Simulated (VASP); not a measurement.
Hf32HO64 (a cell with a defect) (H interstitial hop between voids): single point with PBE

Hf32HO64 (a cell with a defect) (H interstitial hop between voids):

```
Hf O H
1.0
    10.58864    0.00000    0.00000
     5.29432   10.13941    0.00000
     0.00000    0.00000   10.20345
Hf O H
32 64 1
Direct
  0.19728 0.63264 0.11908
  0.45108 0.14641 0.10884
  0.16099 0.13437 0.37259
  0.41504 0.63247 0.36905
  0.08248 0.36715 0.11937
  0.32674 0.86480 0.11898
  0.04814 0.86680 0.36926
  0.29916 0.36617 0.36956
  0.19797 0.63434 0.61884
  0.44768 0.13219 0.61720
  0.16698 0.13327 0.86960
  0.41657 0.63257 0.86897
  0.08104 0.36653 0.61950
  0.33021 0.86701 0.62003
  0.04911 0.86780 0.86882
  0.29730 0.37071 0.86462
  0.69919 0.63387 0.11890
  0.94875 0.13406 0.11929
  0.66671 0.13220 0.36704
  0.91773 0.63167 0.36903
  0.58336 0.36984 0.11954
  0.83155 0.86891 0.11886
  0.55964 0.85361 0.38075
  0.79834 0.36728 0.37017
  0.70064 0.63003 0.62342
  0.94678 0.13413 0.62035
  0.66827 0.13277 0.86565
  0.91608 0.63473 0.87034
  0.58031 0.36602 0.61761
  0.83242 0.86677 0.62013
  0.54933 0.86703 0.86945
  0.80002 0.36741 0.86938
  0.16696 0.03329 0.19330
  0.41450 0.53704 0.18917
  0.04853 0.03377 0.44250
  0.29897 0.53368 0.44070
  0.99638 0.73202 0.24402
  0.25167 0.22833 0.24407
  0.01791 0.73103 0.49406
  0.26682 0.23103 0.49381
  0.24905 0.76886 0.49388
  0.49967 0.26668 0.49172
  0.22725 0.76846 0.24383
  0.47918 0.27374 0.24113
  0.19916 0.46577 0.19160
  0.44939 0.97788 0.20548
  0.08304 0.46502 0.44010
  0.33464 0.96544 0.44081
  0.16436 0.03337 0.69283
  0.41448 0.53334 0.69159
  0.05114 0.03326 0.94233
  0.29809 0.53532 0.94044
  0.99837 0.73118 0.74421
  0.24695 0.23148 0.74319
  0.01850 0.73330 0.99426
  0.26901 0.23612 0.99195
  0.25029 0.76927 0.99443
  0.50237 0.27148 0.99051
  0.22907 0.76878 0.74427
  0.47847 0.26801 0.74168
  0.19767 0.46660 0.68885
  0.44817 0.96573 0.69149
  0.08243 0.46809 0.94145
  0.33479 0.96993 0.94866
  0.66507 0.03826 0.18613
  0.91531 0.53428 0.19092
  0.54726 0.03245 0.43660
  0.79823 0.53469 0.44206
  0.49420 0.73856 0.24716
  0.74846 0.23256 0.24385
  0.51902 0.72580 0.49914
  0.76818 0.23071 0.49390
  0.75018 0.76705 0.49684
  0.99727 0.26964 0.49571
  0.72761 0.76955 0.24561
  0.97987 0.26887 0.24524
  0.69774 0.46866 0.19248
  0.94905 0.96708 0.19130
  0.58210 0.46474 0.43957
  0.83173 0.96525 0.44010
  0.66419 0.03388 0.68874
  0.91503 0.53318 0.69273
  0.55008 0.03511 0.94010
  0.79864 0.53509 0.94143
  0.49700 0.73268 0.74727
  0.74743 0.23175 0.74318
  0.51770 0.73455 0.99764
  0.77033 0.23247 0.99368
  0.74979 0.77007 0.99543
  0.00237 0.26843 0.99474
  0.72946 0.76871 0.74553
  0.97892 0.26833 0.74500
  0.69787 0.46494 0.69134
  0.94772 0.96648 0.69106
  0.58375 0.46789 0.94156
  0.83334 0.96681 0.93956
  0.40360 0.04082 0.27793
```

```
Program             : VASP 6.6.1
Task                : single point
Functional          : PBE
Potentials or basis : VASP PAW PBE potentials, release 64 (Hf_pv, O, H)
Cutoff              : 520 eV
k mesh              : 1 × 1 × 1
Occupations         : fermi-dirac, width 0.01 eV
Spin                : no spin polarisation
```

```
Largest force : 0.462 eV/Å
```

Forces in eV/Å, atoms in the order of the input:
```
Hf   0.053 -0.010 -0.038
Hf   0.109  0.036 -0.074
Hf  -0.104  0.019 -0.005
Hf  -0.034  0.002 -0.042
Hf   0.056  0.009 -0.043
Hf   0.000 -0.018 -0.050
Hf  -0.041  0.003 -0.044
Hf  -0.034  0.019 -0.021
Hf   0.049 -0.008 -0.040
Hf   0.063 -0.015 -0.035
Hf  -0.048 -0.003 -0.038
Hf  -0.051 -0.006 -0.042
Hf   0.048  0.007 -0.021
Hf   0.046  0.007 -0.033
Hf  -0.046 -0.001 -0.034
Hf  -0.053  0.009 -0.049
Hf   0.053 -0.002 -0.041
Hf   0.040 -0.008 -0.039
Hf  -0.040 -0.014 -0.019
Hf  -0.030 -0.020 -0.045
Hf   0.061  0.016 -0.024
Hf   0.060  0.002 -0.041
Hf   0.022  0.036 -0.028
Hf  -0.061  0.006 -0.031
Hf   0.049 -0.013 -0.040
Hf   0.030 -0.002 -0.023
Hf  -0.035 -0.015 -0.042
Hf  -0.048 -0.011 -0.036
Hf   0.048  0.010 -0.028
Hf   0.054  0.005 -0.032
Hf  -0.047  0.004 -0.033
Hf  -0.044  0.013 -0.036
O   -0.013 -0.015  0.030
O   -0.010 -0.011  0.016
O    0.021 -0.001  0.021
O    0.020 -0.003  0.010
O   -0.019  0.029  0.027
O    0.011  0.000  0.031
O    0.037  0.038  0.027
O    0.016  0.038  0.034
O    0.040 -0.035  0.019
O    0.012 -0.020  0.020
O   -0.016 -0.034  0.012
O   -0.010 -0.032  0.010
O   -0.014 -0.014  0.019
O    0.010 -0.123 -0.169
O    0.020 -0.001  0.011
O    0.023  0.030 -0.012
O   -0.004 -0.002  0.004
O   -0.014 -0.003  0.016
O    0.012 -0.006  0.016
O    0.014 -0.017  0.010
O   -0.027  0.041  0.024
O   -0.034  0.049  0.031
O    0.022  0.034  0.025
O    0.049  0.035  0.033
O    0.025 -0.038  0.024
O    0.008 -0.064  0.051
O   -0.017 -0.026  0.012
O   -0.014 -0.030  0.018
O   -0.012  0.010  0.023
O   -0.017  0.009  0.012
O    0.010  0.011  0.017
O   -0.009 -0.011 -0.007
O   -0.021 -0.013  0.038
O   -0.009 -0.008  0.011
O    0.075 -0.040  0.121
O    0.019 -0.016  0.009
O   -0.019  0.031  0.039
O   -0.010  0.032  0.028
O    0.060  0.084  0.010
O    0.013  0.036  0.033
O    0.014 -0.031  0.006
O    0.009 -0.028  0.034
O   -0.024 -0.035  0.039
O   -0.008 -0.037  0.038
O   -0.011  0.006  0.014
O   -0.013  0.005  0.011
O    0.023  0.019  0.023
O    0.034  0.005  0.013
O    0.002 -0.011  0.041
O   -0.024 -0.004  0.016
O    0.018  0.004  0.030
O    0.015 -0.004  0.021
O   -0.028  0.035  0.030
O   -0.025  0.027  0.030
O    0.030  0.039  0.030
O    0.043  0.042  0.029
O    0.025 -0.038  0.030
O    0.035 -0.040  0.036
O   -0.027 -0.036  0.027
O   -0.026 -0.037  0.030
O   -0.004  0.018  0.016
O   -0.015  0.006  0.022
O    0.010  0.008  0.017
O    0.023  0.009  0.020
H   -0.429  0.073 -0.157
```

Levels at points of the mesh, in eV from the Fermi level:
```csv
k point,band 348,band 349,band 350,band 351,band 352,band 353,band 354,band 355,band 356,band 357
"(0.00, 0.00, 0.00)",-0.50,-0.45,-0.41,-0.37,-0.27,4.13,4.15,4.16,4.24,4.26
```

It took 11 min on 1 thread of Intel(R) Xeon(R) Platinum 8488C (Sapphire Rapids), with other jobs on the host, peak memory 1.1 GiB.

Caveat: the k points lie up to 0.67 Å⁻¹ apart; the cell carries a net charge on a neutralising background, which shifts energy and pressure; the cell is charged against a uniform background, so pressure and absolute levels hang on convention; spin-orbit coupling is left out, which moves the levels of the heavy elements.
